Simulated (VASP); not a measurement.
Runs of VASP 6.6.1 on Co. The structure is that of space group P6_3/mmc (No. 194), or close to it. The cells are those of the table. 

| task | spin | cell | k mesh | cutoff (eV) | smearing | gap on the mesh (eV) | pressure (GPa) | moment (μB) |
| --- | --- | --- | --- | --- | --- | --- | --- | --- |
| single point | off | a = 2.495, b = 2.495, c = 8.123 Å, angles 90.0, 90.0, 120.0°, 4 atoms | 16 × 16 × 5 | 520 | fermi-dirac 0.1 eV | none | -8.8 | - |
| single point | collinear, ferromagnetic start | a = 2.443, b = 2.443, c = 7.923 Å, angles 90.0, 90.0, 120.0°, 4 atoms | 16 × 16 × 5 | 520 | fermi-dirac 0.05 eV | none | 18.5 | (b) |
| single point | off | a = 2.463, b = 2.463, c = 8.018 Å, angles 90.0, 90.0, 120.0°, 4 atoms | 14 × 14 × 4 | 520 | fermi-dirac 0.1 eV | none | -0.6 | - |
| single point | off | a = 2.463, b = 2.463, c = 8.018 Å, angles 90.0, 90.0, 120.0°, 4 atoms | 16 × 16 × 5 | 520 | fermi-dirac 0.1 eV | none | -0.6 | - |
| relaxation of cell and atoms | off | relaxed from a = 2.502, b = 2.502, c = 8.171 Å, angles 90.0, 90.0, 120.0°, 4 atoms | 14 × 14 × 4 | 600 | fermi-dirac 0.1 eV | - | 0.0 | - |
| single point | collinear, antiferromagnetic start | a = 2.512, b = 2.512, c = 8.147 Å, angles 90.0, 90.0, 120.0°, 4 atoms | 14 × 14 × 4 | 520 | fermi-dirac 0.05 eV | none | (a) | 0.37 |
| single point | off | a = 2.463, b = 2.463, c = 8.018 Å, angles 90.0, 90.0, 120.0°, 4 atoms | 19 × 19 × 5 | 520 | fermi-dirac 0.1 eV | none | -0.6 | - |
| single point | off | a = 2.527, b = 2.527, c = 8.226 Å, angles 90.0, 90.0, 120.0°, 4 atoms | 16 × 16 × 5 | 520 | fermi-dirac 0.1 eV | none | -15.3 | - |
| single point | off | a = 2.558, b = 2.558, c = 8.326 Å, angles 90.0, 90.0, 120.0°, 4 atoms | 16 × 16 × 5 | 520 | fermi-dirac 0.1 eV | none | (c) | - |
| single point | collinear, ferromagnetic start | a = 2.577, b = 2.577, c = 8.358 Å, angles 90.0, 90.0, 120.0°, 4 atoms | 16 × 16 × 5 | 520 | fermi-dirac 0.05 eV | none | -12.9 | 6.87 |
| single point | off | a = 2.360, b = 2.360, c = 7.683 Å, angles 90.0, 90.0, 120.0°, 4 atoms | 16 × 16 × 5 | 520 | fermi-dirac 0.1 eV | none | 39.2 | - |

Alike in all rows: level revPBE; potentials or basis VASP PAW PBE potentials, release 64 (Co).

Q: Fill in the values left out.

A: (a) -6.1; (b) 6.33; (c) -20.4.

Caveats: the PAW data sets were made with another functional, which shifts forces and pressure a little; the bands computed are all filled at some k points, so no gap is given (some runs).

A gap of «none» marks levels without a gap at the run's occupations.
